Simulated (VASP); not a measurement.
# NdH2 (Fm-3m) in VASP: notebook

Runs on NdH2. Level: PBEsol. Tasks: single point.

Everything below comes from runs of VASP 6.6.1. Logs are shortened: lines on timing, memory, paths and dates and some standing lists are left out, and cuts for length are marked.

## (1) The cell of the first run

The structure is cubic, space group Fm-3m (No. 225). The conventional cell has a = 5.433 Å, b = 5.433 Å, c = 5.433 Å, α = 90.00°, β = 90.00°, γ = 90.00°. Nd (site symmetry m-3m) has 8 H at 2.35 Å within 3.1 Å. H (site symmetry -43m) has 4 Nd at 2.35 Å and 6 H at 2.72 Å within 3.1 Å.

## (2) Single point, PBEsol, collinear spin, ferromagnetic start (13.37 Å³/atom)

INCAR

```
SYSTEM = NdH2
PREC     = Accurate       ! precision mode
ENCUT    = 520            ! plane-wave cutoff, eV
EDIFF    = 1E-6           ! SCF threshold, eV
ISMEAR   = -1             ! smearing method
SIGMA    = 0.05           ! smearing width, eV
LREAL    = .False.        ! projectors in reciprocal space
LASPH    = .True.         ! aspherical terms in the spheres
NELM     = 150            ! most SCF steps
ALGO     = Normal         ! electronic algorithm
ISIF     = 2              ! what is computed and relaxed
LWAVE    = .False.        ! write WAVECAR
LCHARG   = .False.        ! write CHGCAR
ISPIN    = 2              ! spin polarisation
MAGMOM   = 3 0 0          ! initial moments
LORBIT   = 11             ! projections on sites
LMAXMIX  = 6              ! l up to which the mixer works
GGA      = PS             ! functional
NBANDS   = 19             ! bands
```

KPOINTS

```
regular mesh
0
Gamma
  8 8 8
  0 0 0
```

POSCAR

```
NdH2
1.0
    0.0000000000      2.7166437422      2.7166437422
    2.7166437422      0.0000000000      2.7166437422
    2.7166437422      2.7166437422      0.0000000000
Nd H
1 2
Direct
    0.0000000000      0.0000000000      0.0000000000
    0.7500000000      0.7500000000      0.7500000000
    0.2500000000      0.2500000000      0.2500000000
```

Potentials or basis: VASP PAW PBE potentials, release 64 (Nd, H).

Started as:

```console
$ cat potpaw_PBE.64/Nd/POTCAR potpaw_PBE.64/H/POTCAR > POTCAR
$ mpirun -np 1 vasp_std > vasp.out
```

OUTCAR:

```text
SYSTEM = NdH2
   PREC = Accurate
   ENCUT = 520
   EDIFF = 1E-6
   ISMEAR = -1
   LREAL = .False.
   LASPH = .True.
   NELM = 150
   ISIF = 2
   ISPIN = 2
   LORBIT = 11
   GGA = PS

 ion  position               nearest neighbor table
   1  0.000  0.000  0.000-
   2  0.750  0.750  0.750-
   3  0.250  0.250  0.250-

  LATTYP: Found a face centered cubic cell.
 ALAT       =     5.4332874844

  Lattice vectors:

 A1 = (   0.0000000000,   2.7166437422,   2.7166437422)
 A2 = (   2.7166437422,   0.0000000000,   2.7166437422)
 A3 = (   2.7166437422,   2.7166437422,   0.0000000000)

Analysis of symmetry for initial positions (statically):
=====================================================================
 Subroutine PRICEL returns:
 Original cell was already a primitive cell.

 Routine SETGRP: Setting up the symmetry group for a
 face centered cubic supercell.

 Subroutine GETGRP returns: Found 48 space group operations
 (whereof 48 operations were pure point group operations)
 out of a pool of 48 trial point group operations.

The static configuration has the point symmetry O_h .

Analysis of symmetry for dynamics (positions and initial velocities):
=====================================================================
 Subroutine PRICEL returns:
 Original cell was already a primitive cell.

 Routine SETGRP: Setting up the symmetry group for a
 face centered cubic supercell.

 Subroutine GETGRP returns: Found 48 space group operations
 (whereof 48 operations were pure point group operations)
 out of a pool of 48 trial point group operations.

The dynamic configuration has the point symmetry O_h .

Analysis of structural, dynamic, and magnetic symmetry:
=====================================================================
 Subroutine PRICEL returns:
 Original cell was already a primitive cell.

 Routine SETGRP: Setting up the symmetry group for a
 face centered cubic supercell.

 Subroutine GETGRP returns: Found 48 space group operations
 (whereof 48 operations were pure point group operations)
 out of a pool of 48 trial point group operations.

The overall configuration has the point symmetry O_h .

 Subroutine INISYM returns: Found 48 space group operations
 (whereof 48 operations are pure point group operations),
 and found     1 'primitive' translations

[... 118 lines left out ...]
  Fermi-wavevector in a.u.,A,eV,Ry     =   1.205236  2.277566 19.763743  1.452594
  Thomas-Fermi vector in A             =   2.340938
   LORBIT       =     11    0 simple, 1 ext, 2 COOP (PROOUT), +10 PAW based schemes
   GGA     = PS    functional components
   LHFCALC =     F    Hartree Fock is set to
   AEXX    =    0.0000 exact exchange contribution
   IVDW    =     0    specifies the selected vdW correction
   LEPSILON=     F    determine dielectric tensor
   LRPA    =     F    only Hartree local field effects (RPA)
 spin polarized calculation
  energy-cutoff  :      520.00
  volume of cell :       40.10
 maximum number of plane-waves:      1106
 NGX is ok and might be reduce to    30
   NGX = 15   NGY = 15   NGZ = 15

 number of electron      16.0000003 magnetization       3.7526770

 Free energy of the ion-electron system (eV)
  ---------------------------------------------------
  ext. energy  EPLUGINS =         0.00000000
  ---------------------------------------------------
  free energy    TOTEN  =       -15.38065554 eV

  energy without entropy =      -15.36193282  energy(sigma->0) =      -15.37129418

 E-fermi :   3.8139     XC(G=0): -10.0595

 val. band max:        3.8122476428   @ k =   0.3750   0.0000   0.0000
 cond. band min:       3.8277178831   @ k =   0.5000   0.0000   0.0000
 fundamental gap:      0.0154702402
 Fermi energy:         3.8139389703

 spin component 1

 k-point     1 :       0.0000    0.0000    0.0000
  band No.  band energies     occupation
      1     -33.3408      1.00000
      2     -14.1677      1.00000
      3     -14.1677      1.00000
      4     -14.1677      1.00000
      5      -3.0233      1.00000
      6       1.7842      1.00000
[... 517 lines left out ...]
     18      10.5554      0.00000
     19      11.3330      0.00000

 [... further k-points ...]

 spin component 2

 k-point     1 :       0.0000    0.0000    0.0000
  band No.  band energies     occupation
      1     -31.8100      1.00000
      2     -12.9512      1.00000
      3     -12.9512      1.00000
      4     -12.9512      1.00000
      5      -2.5938      1.00000
      6       2.0233      1.00000
[... 517 lines left out ...]
     18      11.3863      0.00000
     19      12.3011      0.00000

 [... further k-points ...]

------------------------ aborting loop because EDIFF is reached ----------------------------------------

  FORCE on cell =-STRESS in cart. coord.  units (eV):
  Direction    XX          YY          ZZ          XY          YZ          ZX
  --------------------------------------------------------------------------------------
  -------------------------------------------------------------------------------------
  Total       -0.0391406     -0.0391406     -0.0391406      0.0000000      0.0000000     -0.0000000
  in kB       -1.5639032     -1.5639032     -1.5639032      0.0000000      0.0000000     -0.0000000
  external PRESSURE =      -1.5639032 kB  Pullay stress =       0.0000000 kB

 VOLUME and BASIS-vectors are now :
 -----------------------------------------------------------------------------
  energy-cutoff  :      520.00
  volume of cell :       40.10
      direct lattice vectors                 reciprocal lattice vectors
     0.000000000  2.716643742  2.716643742    -0.184050633  0.184050633  0.184050633
     2.716643742  0.000000000  2.716643742     0.184050633 -0.184050633  0.184050633
     2.716643742  2.716643742  0.000000000     0.184050633  0.184050633 -0.184050633

 POSITION                                       TOTAL-FORCE (eV/Angst)
 -----------------------------------------------------------------------------------
      0.00000      0.00000      0.00000        -0.000000     -0.000000     -0.000000
      4.07497      4.07497      4.07497        -0.000000     -0.000000      0.000000
      1.35832      1.35832      1.35832         0.000000      0.000000     -0.000000
 -----------------------------------------------------------------------------------
    total drift:                                0.000000     -0.000000     -0.000000

  FREE ENERGIE OF THE ION-ELECTRON SYSTEM (eV)
  ---------------------------------------------------
  free  energy   TOTEN  =       -15.3806555437 eV

  energy  without entropy=      -15.3619328209  energy(sigma->0) =      -15.37129418

 total charge

# of ion       s       p       d       f       tot
--------------------------------------------------
    1        1.981   5.428   0.465   3.229  11.102
    2        0.540   0.005   0.000   0.000   0.545
    3        0.540   0.005   0.000   0.000   0.545
--------------------------------------------------
tot          3.062   5.438   0.465   3.229  12.193

 magnetization (x)

# of ion       s       p       d       f       tot
--------------------------------------------------
    1       -0.009  -0.105   0.120   3.150   3.156
    2       -0.018   0.002   0.000   0.000  -0.016
    3       -0.018   0.002   0.000   0.000  -0.016
--------------------------------------------------
tot         -0.044  -0.101   0.120   3.150   3.124
```

OSZICAR:

```text
N       E                     dE             d eps       ncg     rms          rms(c)
DAV:   1     0.103215979412E+03    0.10322E+03   -0.60775E+03  2672   0.212E+03
DAV:   2    -0.479700259589E+01   -0.10801E+03   -0.93816E+02  3391   0.256E+02
DAV:   3    -0.167795853949E+02   -0.11983E+02   -0.11563E+02  3529   0.124E+02
DAV:   4    -0.172153905784E+02   -0.43581E+00   -0.42703E+00  4233   0.159E+01
DAV:   5    -0.172259217203E+02   -0.10531E-01   -0.10501E-01  3070   0.206E+00    0.387E+01
DAV:   6    -0.335113577728E+02   -0.16285E+02   -0.61430E+01  3142   0.141E+02    0.734E+01
DAV:   7    -0.155328455121E+02    0.17979E+02   -0.10040E+02  3069   0.868E+01    0.307E+01
DAV:   8    -0.153356641687E+02    0.19718E+00   -0.19544E+00  3700   0.151E+01    0.109E+01
DAV:   9    -0.154015358577E+02   -0.65872E-01   -0.21004E-01  3493   0.492E+00    0.552E+00
DAV:  10    -0.153851010035E+02    0.16435E-01   -0.36607E-02  3730   0.247E+00    0.229E+00
DAV:  11    -0.153775822165E+02    0.75188E-02   -0.17277E-02  3453   0.191E+00    0.795E-01
DAV:  12    -0.153795792333E+02   -0.19970E-02   -0.30086E-03  3796   0.687E-01    0.493E-01
DAV:  13    -0.153803116511E+02   -0.73242E-03   -0.46299E-03  3334   0.732E-01    0.354E-01
DAV:  14    -0.153806441857E+02   -0.33253E-03   -0.16939E-03  3454   0.390E-01    0.124E-01
DAV:  15    -0.153806519840E+02   -0.77983E-05   -0.74633E-05  3617   0.987E-02    0.600E-02
DAV:  16    -0.153806568259E+02   -0.48418E-05   -0.16907E-05  3201   0.426E-02    0.138E-02
DAV:  17    -0.153806548886E+02    0.19372E-05   -0.55765E-06  2948   0.257E-02    0.750E-03
DAV:  18    -0.153806555437E+02   -0.65509E-06   -0.15970E-06  1948   0.137E-02
   1 F= -.15380656E+02 E0= -.15371294E+02  d E =-.187227E-01  mag=     3.7534
```

It took 100 s on 1 thread of Intel Xeon Platinum 8259CL at 2.50GHz (Skylake/Cascade Lake), shared host; peak memory 0.21 GiB.

What came out:

- Free energy: -15.3807 eV
- Pressure: -0.2 GPa
- Net moment: 3.75 μB per cell
- Site moments: Nd +3.16; H -0.02 μB
- Valence electrons inside the program's atomic spheres: Nd 11.10; H 0.55

Caveat: the magnetic or orbital state may not be the lowest; the PAW data sets were made with another functional, which shifts forces and pressure a little; spin-orbit coupling is left out, which moves the levels of the heavy elements; semilocal functionals describe open f shells poorly, which spoils levels, moments and volumes. The state reached can hang on the start; a lower one may exist.

## (3) Single point, PBEsol, collinear spin, ferromagnetic start (13.64 Å³/atom)

This run uses another cell than the first one, of 13.64 Å³/atom.

INCAR

```
SYSTEM = NdH2
PREC     = Accurate       ! precision mode
ENCUT    = 520            ! plane-wave cutoff, eV
EDIFF    = 1E-7           ! SCF threshold, eV
ISMEAR   = -1             ! smearing method
SIGMA    = 0.05           ! smearing width, eV
LREAL    = .FALSE.        ! projectors in reciprocal space
LASPH    = .TRUE.         ! aspherical terms in the spheres
NELM     = 150            ! most SCF steps
ALGO     = Normal         ! electronic algorithm
ISIF     = 2              ! what is computed and relaxed
LWAVE    = .FALSE.        ! write WAVECAR
LCHARG   = .FALSE.        ! write CHGCAR
ISPIN    = 2              ! spin polarisation
MAGMOM   = 3 0 0          ! initial moments
LORBIT   = 11             ! projections on sites
LMAXMIX  = 6              ! l up to which the mixer works
GGA      = PS             ! functional
NBANDS   = 19             ! bands
```

KPOINTS

```
Automatic mesh
0
G
  8 8 8
  0 0 0
```

POSCAR

```
NdH2
1.0
    0.0000000000      2.7350000000      2.7350000000
    2.7350000000      0.0000000000      2.7350000000
    2.7350000000      2.7350000000      0.0000000000
Nd H
1 2
Direct
    0.0000000000      0.0000000000      0.0000000000
    0.7500000000      0.7500000000      0.7500000000
    0.2500000000      0.2500000000      0.2500000000
```

Potentials or basis: VASP PAW PBE potentials, release 64 (Nd, H).

Started as:

```console
$ cat potpaw_PBE.64/Nd/POTCAR potpaw_PBE.64/H/POTCAR > POTCAR
$ mpirun -np 1 vasp_std > vasp.out
```

Run time: 1.7 min. Hardware: 1 thread of Intel Xeon Platinum 8259CL at 2.50GHz (Skylake/Cascade Lake), shared host; peak memory 0.21 GiB.

It converged, with:

```
Free energy                                           : -15.3777 eV
Pressure                                              : -1.3 GPa
Net moment                                            : 3.77 μB per cell
Site moments                                          : Nd +3.17; H -0.02 μB
Valence electrons inside the program's atomic spheres : Nd 11.10; H 0.54
```

Levels at points of the mesh, in eV from the Fermi level:
Spin up:
```
           k point  band 7  band 8  band 9  band 10  band 11  band 12  band 13  band 14
(0.00, 0.00, 0.00)   -0.15   -0.15   -0.15     0.13     0.13     0.13     1.25     1.25
(0.50, 0.00, 0.00)   -0.37   -0.37   -0.14     0.01     0.32     0.32     0.71     1.25
(0.50, 0.50, 0.00)   -1.80   -0.35   -0.35    -0.35     0.30     0.30     0.55     0.62
```
Spin down:
| k point | band 2 | band 3 | band 4 | band 5 | band 6 | band 7 | band 8 | band 9 | band 10 | band 11 |
| --- | --- | --- | --- | --- | --- | --- | --- | --- | --- | --- |
| (0.00, 0.00, 0.00) | -16.81 | -16.81 | -16.81 | -6.37 | -1.77 | 1.85 | 1.85 | 1.85 | 1.89 | 1.89 |
| (0.50, 0.00, 0.00) | -17.74 | -16.92 | -16.92 | -4.96 | -2.28 | 1.66 | 1.99 | 1.99 | 2.06 | 2.06 |
| (0.50, 0.50, 0.00) | -17.73 | -17.10 | -17.10 | -4.41 | -2.31 | -0.88 | 2.05 | 2.07 | 2.07 | 2.29 |

Caveat: the magnetic or orbital state may not be the lowest; the PAW data sets were made with another functional, which shifts forces and pressure a little; spin-orbit coupling is left out, which moves the levels of the heavy elements; semilocal functionals describe open f shells poorly, which spoils levels, moments and volumes. The state reached can hang on the start; a lower one may exist.

[end of part 1 of 3]
